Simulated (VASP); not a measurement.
# CaO in VASP: notebook, part 2 of 2

VASP 6.6.1. Earlier steps stand in the parts before.

### 4 Single point, PBE (shear xy strain -1.0%)

Contents of INCAR:

```
PREC = Accurate
ENCUT = 520
EDIFF = 1E-6
ISMEAR = -1
SIGMA = 0.02
LREAL = F
LASPH = T
NELM = 60
ALGO = Normal
ISIF = 2
LWAVE = F
LCHARG = T
GGA = PE
LELF = T
LVHAR = T
NBANDS = 24
```

Contents of KPOINTS:

```
regular mesh
0
Gamma
  12 12 6
```

Contents of POSCAR:

```
CaO
1.0
    3.9808380011     -0.0199041900      0.0000000000
   -2.0076565348      3.4574589323      0.0000000000
    0.0000000000      0.0000000000      4.7704440490
Ca O
2 2
Direct
    0.3347371781      0.6666853622     -0.0625000000
    0.6652628219      0.3333146378      0.4375000000
    0.3344108767      0.6666804717      0.4375000000
    0.6655891233      0.3333195283      0.9375000000
```

Potentials or basis: VASP PAW PBE potentials, release 64 (Ca_sv, O).

The run is started by

```
$ cat potpaw_PBE.64/Ca_sv/POTCAR potpaw_PBE.64/O/POTCAR > POTCAR
$ mpirun -np 1 vasp_std > vasp.out
```

OUTCAR:

```text
PREC = Accurate
   ENCUT = 520
   EDIFF = 1E-6
   ISMEAR = -1
   LREAL = F
   LASPH = T
   NELM = 60
   ISIF = 2
   GGA = PE

 ion  position               nearest neighbor table
   1  0.335  0.667  0.938-   4 2.30   4 2.30   4 2.30   3 2.39   3 2.39
   2  0.665  0.333  0.438-   3 2.30   3 2.30   3 2.30   4 2.39   4 2.39
   3  0.334  0.667  0.438-   2 2.30   2 2.30   2 2.30   1 2.39   1 2.39
   4  0.666  0.333  0.938-   1 2.30   1 2.30   1 2.30   2 2.39   2 2.39

  LATTYP: Found a simple monoclinic cell.
 ALAT       =     3.9636129611
 B/A-ratio  =     1.2035595039
 C/A-ratio  =     1.0043583469
 COS(beta)  =    -0.4934813924

  Lattice vectors:

 A1 = (   1.9731814663,   3.4375547423,   0.0000000000)
 A2 = (   0.0000000000,   0.0000000000,  -4.7704440490)
 A3 = (  -3.9808380011,   0.0199041900,   0.0000000000)

Analysis of symmetry for initial positions (statically):
=====================================================================
 Subroutine PRICEL returns:
 Original cell was already a primitive cell.

 Routine SETGRP: Setting up the symmetry group for a
 simple monoclinic supercell.

 Subroutine GETGRP returns: Found  4 space group operations
 (whereof  1 operations were pure point group operations)
 out of a pool of  4 trial point group operations.

The static configuration has the point symmetry C_1 .
 The point group associated with its full space group is C_2h.

Analysis of symmetry for dynamics (positions and initial velocities):
=====================================================================
 Subroutine PRICEL returns:
 Original cell was already a primitive cell.

 Routine SETGRP: Setting up the symmetry group for a
 simple monoclinic supercell.

 Subroutine GETGRP returns: Found  4 space group operations
 (whereof  1 operations were pure point group operations)
 out of a pool of  4 trial point group operations.

The dynamic configuration has the point symmetry C_1 .
 The point group associated with its full space group is C_2h.
[... 121 lines left out ...]
   IMIX   =      4    mixing-type and parameters
     AMIX     =   0.40;   BMIX     =  1.00
     AMIX_MAG =   1.60;   BMIX_MAG =  1.00
  volume/ion in A,a.u.               =      16.37       110.45
  Fermi-wavevector in a.u.,A,eV,Ry     =   1.289582  2.436957 22.626784  1.663022
  Thomas-Fermi vector in A             =   2.421466
   LORBIT       =      0    0 simple, 1 ext, 2 COOP (PROOUT), +10 PAW based schemes
   GGA     = PE    functional components
   LHFCALC =     F    Hartree Fock is set to
   AEXX    =    0.0000 exact exchange contribution
   IVDW    =     0    specifies the selected vdW correction
   LEPSILON=     F    determine dielectric tensor
   LRPA    =     F    only Hartree local field effects (RPA)
 non-spin polarized calculation
  energy-cutoff  :      520.00
  volume of cell :       65.47
 maximum number of plane-waves:      1795
 NGX is ok and might be reduce to    30
   NGX = 15   NGY = 15   NGZ = 17

 number of electron      32.0000011 magnetization

 Free energy of the ion-electron system (eV)
  ---------------------------------------------------
  ext. energy  EPLUGINS =         0.00000000
  ---------------------------------------------------
  free energy    TOTEN  =       -25.33788161 eV

  energy without entropy =      -25.33788161  energy(sigma->0) =      -25.33788161

 E-fermi :   1.8714     XC(G=0):  -9.4335

 val. band max:        1.3884538651   @ k =   0.0000   0.0000   0.0000
 cond. band min:       4.5789144467   @ k =   0.0000   0.0000   0.0000
 fundamental gap:      3.1904605817
 Fermi energy:         1.8714338117

 k-point     1 :       0.0000    0.0000    0.0000
  band No.  band energies     occupation
      1     -36.2314      2.00000
      2     -36.0958      2.00000
      3     -17.5799      2.00000
      4     -17.3322      2.00000
      5     -17.3307      2.00000
      6     -17.1322      2.00000
[... 637 lines left out ...]
     23       9.5402      0.00000
     24      10.0434      0.00000

 [... further k-points ...]

------------------------ aborting loop because EDIFF is reached ----------------------------------------

  FORCE on cell =-STRESS in cart. coord.  units (eV):
  Direction    XX          YY          ZZ          XY          YZ          ZX
  --------------------------------------------------------------------------------------
  -------------------------------------------------------------------------------------
  Total        0.8610383      0.8648416      1.0678985      0.0522545      0.0000000      0.0000000
  in kB       21.0719867     21.1650623     26.1344257      1.2788132      0.0000000      0.0000000
  external PRESSURE =      22.7904916 kB  Pullay stress =       0.0000000 kB

 VOLUME and BASIS-vectors are now :
 -----------------------------------------------------------------------------
  energy-cutoff  :      520.00
  volume of cell :       65.47
      direct lattice vectors                 reciprocal lattice vectors
     3.980838001 -0.019904190  0.000000000     0.251934850  0.146292019  0.000000000
    -2.007656535  3.457458932  0.000000000     0.001450360  0.290071941  0.000000000
     0.000000000  0.000000000  4.770444049     0.000000000  0.000000000  0.209624092

 POSITION                                       TOTAL-FORCE (eV/Angst)
 -----------------------------------------------------------------------------------
     -0.00594      2.29837      4.47229         0.001031      0.000074      0.000000
      1.97912      1.13918      2.08707        -0.001031     -0.000074      0.000000
     -0.00723      2.29836      2.08707         0.000933      0.000056     -0.000000
      1.98041      1.13919      4.47229        -0.000933     -0.000056      0.000000
 -----------------------------------------------------------------------------------
    total drift:                                0.000000     -0.000000     -0.000000

  FREE ENERGIE OF THE ION-ELECTRON SYSTEM (eV)
  ---------------------------------------------------
  free  energy   TOTEN  =       -25.3378816098 eV

  energy  without entropy=      -25.3378816098  energy(sigma->0) =      -25.33788161
```

OSZICAR:

```text
N       E                     dE             d eps       ncg     rms          rms(c)
DAV:   1     0.325135429848E+03    0.32514E+03   -0.16494E+04 14216   0.133E+03
DAV:   2    -0.342327981858E+01   -0.32856E+03   -0.31071E+03 16464   0.391E+02
DAV:   3    -0.292248129317E+02   -0.25802E+02   -0.25628E+02 23048   0.104E+02
DAV:   4    -0.301112101997E+02   -0.88640E+00   -0.88504E+00 20224   0.172E+01
DAV:   5    -0.301332288102E+02   -0.22019E-01   -0.22018E-01 20256   0.197E+00    0.131E+01
DAV:   6    -0.254618114935E+02    0.46714E+01   -0.21962E+01 20488   0.301E+01    0.540E+00
DAV:   7    -0.253863727552E+02    0.75439E-01   -0.25288E+00 18616   0.104E+01    0.281E+00
DAV:   8    -0.253447198062E+02    0.41653E-01   -0.35119E-01 19880   0.458E+00    0.919E-01
DAV:   9    -0.253340675383E+02    0.10652E-01   -0.96495E-02 17976   0.189E+00    0.226E-01
DAV:  10    -0.253381023658E+02   -0.40348E-02   -0.99371E-03 16136   0.674E-01    0.145E-01
DAV:  11    -0.253380532460E+02    0.49120E-04   -0.62324E-03 18112   0.427E-01    0.105E-01
DAV:  12    -0.253378778934E+02    0.17535E-03   -0.10460E-03 16824   0.234E-01    0.128E-02
DAV:  13    -0.253378808685E+02   -0.29751E-05   -0.50687E-05 19616   0.504E-02    0.586E-03
DAV:  14    -0.253378816098E+02   -0.74131E-06   -0.38082E-06 16400   0.119E-02
   1 F= -.25337882E+02 E0= -.25337882E+02  d E =-.919597E-13
```

Run time: 13 min. Hardware: 1 thread of Oxide Virtual Turin-like, shared host; peak memory 0.43 GiB.

What came out:

| Property | Result |
| --- | --- |
| Free energy | -25.3379 eV |
| Pressure | 2.3 GPa |
| Band gap on the k mesh | 3.19 eV, direct |

Caveat: the cell differs from its parent crystal (shear xy strain -1.0%). A k mesh can miss the band edges.

### 5 Overview

```csv
level,cell,smearing,gap on the mesh (eV),pressure (GPa)
r2SCAN,"a = 4.021, b = 4.021, c = 4.748 Å, angles 90.0, 90.0, 120.0°, 4 atoms",gaussian 0.01 eV,3.51,-0.3
r2SCAN,"a = 4.041, b = 4.041, c = 4.842 Å, angles 90.0, 90.0, 120.0°, 4 atoms",gaussian 0.01 eV,3.46,-3.0
PBE,"a = 3.981, b = 3.998, c = 4.770 Å, angles 90.0, 90.0, 120.4°, 4 atoms",fermi-dirac 0.02 eV,3.19,2.3
```

Alike in all rows: task single point; potentials or basis VASP PAW PBE potentials, release 64 (Ca_sv, O); no spin polarisation; k mesh 12 × 12 × 6; cutoff (eV) 520.

Caveats: the PAW data sets were made with another functional, which shifts forces and pressure a little (some runs).

Absolute energies hang on the potentials; compare differences alone.
